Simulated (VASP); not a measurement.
# InAu2 (Fm-3m) in VASP: notebook

InAu2 is run at these levels: PBE; tasks: single point, relaxation of cell and atoms.

Everything below comes from runs of VASP 6.6.1. Logs are shortened: lines on timing, memory, paths and dates and some standing lists are left out, and cuts for length are marked.

## 1. The cell of the first run

Symmetry: Fm-3m, No. 225, cubic system. Conventional cell: a = 6.484 Å, b = 6.484 Å, c = 6.484 Å, α = 90.00°, β = 90.00°, γ = 90.00°. In (site symmetry m-3m) has 8 Au at 2.81 Å within 3.7 Å. Within 3.7 Å of Au (site symmetry -43m) lie 4 In at 2.81 Å and 6 Au at 3.24 Å.

The cell was built from a structure type or drawn by symmetry, and may not be a known phase.

## 2. Single point, PBE

INCAR reads:

```
SYSTEM = InAu2
PREC     = Accurate       ! precision mode
ENCUT    = 520            ! plane-wave cutoff, eV
EDIFF    = 1E-6           ! SCF threshold, eV
ISMEAR   = 0              ! smearing method
SIGMA    = 0.1            ! smearing width, eV
LREAL    = .False.        ! projectors in reciprocal space
LASPH    = .True.         ! aspherical terms in the spheres
NELM     = 100            ! most SCF steps
ALGO     = Normal         ! electronic algorithm
ISIF     = 2              ! what is computed and relaxed
LWAVE    = .False.        ! write WAVECAR
LCHARG   = .True.         ! write CHGCAR
GGA      = PE             ! functional
LELF     = .True.         ! ELF
LVHAR    = .True.       
NBANDS   = 24             ! bands
```

KPOINTS reads:

```
Automatic mesh
0
Gamma
  12 12 12
  0 0 0
```

POSCAR reads:

```
InAu2
1.0
    0.0000000000      3.2420961819      3.2420961819
    3.2420961819      0.0000000000      3.2420961819
    3.2420961819      3.2420961819      0.0000000000
In Au
1 2
Direct
    0.0000000000      0.0000000000      0.0000000000
    0.2500000000      0.2500000000      0.2500000000
    0.7500000000      0.7500000000      0.7500000000
```

Potentials or basis: VASP PAW PBE potentials, release 64 (In_d, Au).

Command:

```sh
cat potpaw_PBE.64/In_d/POTCAR potpaw_PBE.64/Au/POTCAR > POTCAR
mpirun -np 1 vasp_std > vasp.out
```

OUTCAR:

```text
SYSTEM = InAu2
   PREC = Accurate
   ENCUT = 520
   EDIFF = 1E-6
   ISMEAR = 0
   LREAL = .False.
   LASPH = .True.
   NELM = 100
   ISIF = 2
   GGA = PE

 ion  position               nearest neighbor table
   1  0.000  0.000  0.000-   3 2.81   3 2.81   3 2.81   2 2.81   3 2.81   2 2.81   2 2.81   2 2.81

   2  0.250  0.250  0.250-   1 2.81   1 2.81   1 2.81   1 2.81   3 3.24   3 3.24   3 3.24   3 3.24
                             3 3.24   3 3.24
   3  0.750  0.750  0.750-   1 2.81   1 2.81   1 2.81   1 2.81   2 3.24   2 3.24   2 3.24   2 3.24
                             2 3.24   2 3.24

  LATTYP: Found a face centered cubic cell.
 ALAT       =     6.4841923638

  Lattice vectors:

 A1 = (   0.0000000000,   3.2420961819,   3.2420961819)
 A2 = (   3.2420961819,   0.0000000000,   3.2420961819)
 A3 = (   3.2420961819,   3.2420961819,   0.0000000000)

Analysis of symmetry for initial positions (statically):
=====================================================================
 Subroutine PRICEL returns:
 Original cell was already a primitive cell.

 Routine SETGRP: Setting up the symmetry group for a
 face centered cubic supercell.

 Subroutine GETGRP returns: Found 48 space group operations
 (whereof 48 operations were pure point group operations)
 out of a pool of 48 trial point group operations.

The static configuration has the point symmetry O_h .

Analysis of symmetry for dynamics (positions and initial velocities):
=====================================================================
 Subroutine PRICEL returns:
 Original cell was already a primitive cell.

 Routine SETGRP: Setting up the symmetry group for a
 face centered cubic supercell.

 Subroutine GETGRP returns: Found 48 space group operations
 (whereof 48 operations were pure point group operations)
 out of a pool of 48 trial point group operations.

The dynamic configuration has the point symmetry O_h .

 Subroutine INISYM returns: Found 48 space group operations
 (whereof 48 operations are pure point group operations),
 and found     1 'primitive' translations

----------------------------------------------------------------------------------------

                                     Primitive cell

  volume of cell :      68.1566

  direct lattice vectors                    reciprocal lattice vectors
     0.000000000  3.242096182  3.242096182    -0.154221211  0.154221211  0.154221211
     3.242096182  0.000000000  3.242096182     0.154221211 -0.154221211  0.154221211
     3.242096182  3.242096182  0.000000000     0.154221211  0.154221211 -0.154221211

  length of vectors
     4.585016391  4.585016391  4.585016391     0.267118973  0.267118973  0.267118973

  position of ions in fractional coordinates (direct lattice)
     0.000000000  0.000000000  0.000000000
     0.250000000  0.250000000  0.250000000
     0.750000000  0.750000000  0.750000000

  ion indices of the primitive-cell ions
   primitive index   ion index
                 1           1
                 2           2
                 3           3

----------------------------------------------------------------------------------------

 KPOINTS: Automatic mesh

Automatic generation of k-mesh.
 Grid dimensions read from file:
 generate k-points for:   12   12   12

 Generating k-lattice:

  Cartesian coordinates                     Fractional coordinates (reciprocal lattice)
    -0.012851768  0.012851768  0.012851768     0.083333333  0.000000000  0.000000000
     0.012851768 -0.012851768  0.012851768     0.000000000  0.083333333  0.000000000
     0.012851768  0.012851768 -0.012851768     0.000000000  0.000000000  0.083333333

  Length of vectors
     0.022259914  0.022259914  0.022259914

  Shift w.r.t. Gamma in fractional coordinates (k-lattice)
     0.000000000  0.000000000  0.000000000

 Subroutine IBZKPT returns following result:
 ===========================================

 Found     72 irreducible k-points:

 Following reciprocal coordinates:
            Coordinates               Weight
  0.000000  0.000000  0.000000      1.000000
  0.083333  0.000000  0.000000      8.000000
  0.166667  0.000000  0.000000      8.000000
  0.250000  0.000000  0.000000      8.000000
  0.333333  0.000000  0.000000      8.000000
  0.416667  0.000000  0.000000      8.000000
[... 16 lines left out ...]
  0.500000  0.166667  0.000000     24.000000
 -0.416667  0.166667  0.000000     24.000000
 [... further k-points ...]
   k-points           NKPTS =     72   k-points in BZ     NKDIM =     72   number of bands    NBANDS=     24
   number of dos      NEDOS =    301   number of ions     NIONS =      3
   total plane-waves  NPLWV =  46656
   dimension x,y,z NGX =    36 NGY =   36 NGZ =   36
   dimension x,y,z NGXF=    72 NGYF=   72 NGZF=   72
   ions per type =               1   2
   NGX,Y,Z   is equivalent  to a cutoff of  13.05, 13.05, 13.05 a.u.
   NGXF,Y,Z  is equivalent  to a cutoff of  26.11, 26.11, 26.11 a.u.
 SYSTEM =  InAu2
   PREC   = accura    normal or accurate (medium, high low for compatibility)
   ISTART =      0    job   : 0-new  1-cont  2-samecut
   ICHARG =      2    charge: 1-file 2-atom 10-const
   ISPIN  =      1    spin polarized calculation?
   LNONCOLLINEAR =      F non collinear calculations
   LSORBIT =      F    spin-orbit coupling
   LASPH  =      T    aspherical Exc in radial PAW
   ENCUT  =  520.0 eV  38.22 Ry    6.18 a.u.   8.53  8.53  8.53*2*pi/ulx,y,z
   NELM   =    100;   NELMIN=  2; NELMDL= -5     # of ELM steps
   EDIFF  = 0.1E-05   stopping-criterion for ELM
   LREAL  =      F    real-space projection
   EDIFFG = 0.1E-04   stopping-criterion for IOM
   NSW    =      0    number of steps for IOM
   IBRION =     -1    ionic relax: 0-MD 1-quasi-New 2-CG
   NFREE  =      0    steps in history (QN), initial steepest desc. (CG)
   ISIF   =      2    stress and relaxation
   ISYM   =      2    0-nonsym 1-usesym 2-fastsym
   POTIM  = 0.5000    time-step for ionic-motion
   TEBEG  =    0.0;   TEEND  =   0.0 temperature during run
   PSTRESS=    0.0 pullay stress
   NELECT =      35.0000    total number of electrons
   NUPDOWN=      -1.0000    fix difference up-down
   EMIN   =  10.00;   EMAX   =-10.00  energy-range for DOS
   EFERMI =   0.00;   METHOD = LEGACY
   ISMEAR =     0;   SIGMA  =   0.10  broadening in eV -4-tet -1-fermi 0-gaus
   EFERMI_NEDOS =   21; number of points for ismear=-14 and -15
   IALGO  =     38    algorithm
   IMIX   =      4    mixing-type and parameters
     AMIX     =   0.40;   BMIX     =  1.00
     AMIX_MAG =   1.60;   BMIX_MAG =  1.00
  volume/ion in A,a.u.               =      22.72       153.31
  Fermi-wavevector in a.u.,A,eV,Ry     =   1.310977  2.477387 23.383785  1.718660
  Thomas-Fermi vector in A             =   2.441470
   LORBIT       =      0    0 simple, 1 ext, 2 COOP (PROOUT), +10 PAW based schemes
   GGA     = PE    functional components
   LHFCALC =     F    Hartree Fock is set to
   AEXX    =    0.0000 exact exchange contribution
   IVDW    =     0    specifies the selected vdW correction
   LEPSILON=     F    determine dielectric tensor
   LRPA    =     F    only Hartree local field effects (RPA)
 non-spin polarized calculation
 Gauss-broadening in eV      SIGMA  =   0.10
  energy-cutoff  :      520.00
  volume of cell :       68.16
 maximum number of plane-waves:      1856
 NGX is ok and might be reduce to    36
   NGX = 17   NGY = 17   NGZ = 17

 number of electron      34.9999995 magnetization

 Free energy of the ion-electron system (eV)
  ---------------------------------------------------
  ext. energy  EPLUGINS =         0.00000000
  ---------------------------------------------------
  free energy    TOTEN  =        -9.11347669 eV

  energy without entropy =       -9.10913300  energy(sigma->0) =       -9.11130484

 E-fermi :   6.8203     XC(G=0): -10.8157

 val. band max:        6.7825561393   @ k =   0.3333   0.2500   0.0000
 cond. band min:       6.8965101151   @ k =  -0.1667   0.2500   0.0833
 fundamental gap:      0.1139539758
 Fermi energy:         6.8203335961

 k-point     1 :       0.0000    0.0000    0.0000
  band No.  band energies     occupation
      1      -7.6846      2.00000
      2      -7.6846      2.00000
      3      -7.6846      2.00000
      4      -7.6042      2.00000
      5      -7.6042      2.00000
      6      -2.1709      2.00000
[... 16 lines left out ...]
     23      12.0211      0.00000
     24      12.0211      0.00000

 k-point     2 :       0.0833    0.0000    0.0000
  band No.  band energies     occupation
      1      -7.6862      2.00000
      2      -7.6844      2.00000
      3      -7.6844      2.00000
      4      -7.6034      2.00000
      5      -7.6034      2.00000
      6      -2.0929      2.00000
[... 16 lines left out ...]
     23      12.2100      0.00000
     24      12.9435      0.00000

 k-point     3 :       0.1667    0.0000    0.0000
  band No.  band energies     occupation
      1      -7.6907      2.00000
      2      -7.6841      2.00000
      3      -7.6841      2.00000
      4      -7.6009      2.00000
      5      -7.6009      2.00000
      6      -1.8634      2.00000
[... 16 lines left out ...]
     23      12.5162      0.00000
     24      13.6189      0.00000

 k-point     4 :       0.2500    0.0000    0.0000
  band No.  band energies     occupation
      1      -7.6973      2.00000
      2      -7.6837      2.00000
      3      -7.6837      2.00000
      4      -7.5976      2.00000
      5      -7.5976      2.00000
      6      -1.4995      2.00000
[... 16 lines left out ...]
     23      12.9625      0.00000
     24      13.8762      0.00000

 k-point     5 :       0.3333    0.0000    0.0000
  band No.  band energies     occupation
      1      -7.7042      2.00000
      2      -7.6834      2.00000
      3      -7.6834      2.00000
      4      -7.5941      2.00000
      5      -7.5941      2.00000
      6      -1.0464      2.00000
[... 451 lines left out ...]
 k-point    22 :       0.4167    0.1667    0.0000
  band No.  band energies     occupation
      1      -7.7089      2.00000
      2      -7.6862      2.00000
      3      -7.6807      2.00000
      4      -7.5979      2.00000
      5      -7.5856      2.00000
      6      -0.6953      2.00000
[... 16 lines left out ...]
     23      14.2932      0.00000
     24      15.4495      0.00000

 k-point    23 :       0.5000    0.1667    0.0000
  band No.  band energies     occupation
      1      -7.7097      2.00000
      2      -7.6886      2.00000
      3      -7.6811      2.00000
      4      -7.5946      2.00000
      5      -7.5855      2.00000
      6      -0.3496      2.00000
[... 16 lines left out ...]
     23      15.0973      0.00000
     24      15.4871      0.00000

 k-point    24 :      -0.4167    0.1667    0.0000
  band No.  band energies     occupation
      1      -7.7082      2.00000
      2      -7.6900      2.00000
      3      -7.6819      2.00000
      4      -7.5921      2.00000
      5      -7.5874      2.00000
      6      -0.2909      2.00000
[... 16 lines left out ...]
     23      15.5253      0.00000
     24      16.5149      0.00000

 [... further k-points ...]
[... 5 lines left out ...]
  --------------------------------------------------------------------------------------
  -------------------------------------------------------------------------------------
  Total       -0.0204780     -0.0204780     -0.0204780      0.0000000      0.0000000     -0.0000000
  in kB       -0.4813828     -0.4813828     -0.4813828      0.0000000      0.0000000     -0.0000000
  external PRESSURE =      -0.4813828 kB  Pullay stress =       0.0000000 kB

 VOLUME and BASIS-vectors are now :
 -----------------------------------------------------------------------------
  energy-cutoff  :      520.00
  volume of cell :       68.16
      direct lattice vectors                 reciprocal lattice vectors
     0.000000000  3.242096182  3.242096182    -0.154221211  0.154221211  0.154221211
     3.242096182  0.000000000  3.242096182     0.154221211 -0.154221211  0.154221211
     3.242096182  3.242096182  0.000000000     0.154221211  0.154221211 -0.154221211

 POSITION                                       TOTAL-FORCE (eV/Angst)
 -----------------------------------------------------------------------------------
      0.00000      0.00000      0.00000        -0.000000     -0.000000     -0.000000
      1.62105      1.62105      1.62105        -0.000000      0.000000      0.000000
      4.86314      4.86314      4.86314         0.000000     -0.000000      0.000000
 -----------------------------------------------------------------------------------
    total drift:                                0.000000      0.000000      0.000000

  FREE ENERGIE OF THE ION-ELECTRON SYSTEM (eV)
  ---------------------------------------------------
  free  energy   TOTEN  =        -9.1134766895 eV

  energy  without entropy=       -9.1091329980  energy(sigma->0) =       -9.11130484
```

Wall time 60 s (1 thread of Intel Xeon 6975P-C (Granite Rapids), shared host); peak memory 0.27 GiB.

Results:

| Property | Result |
| --- | --- |
| Free energy | -9.1135 eV |
| Pressure | 0.0 GPa |
| Band gap on the k mesh | zero (an odd number of electrons rules out a gap without spin polarisation) |

Caveat: spin-orbit coupling is left out, which moves the levels of the heavy elements.

[end of part 1 of 2]
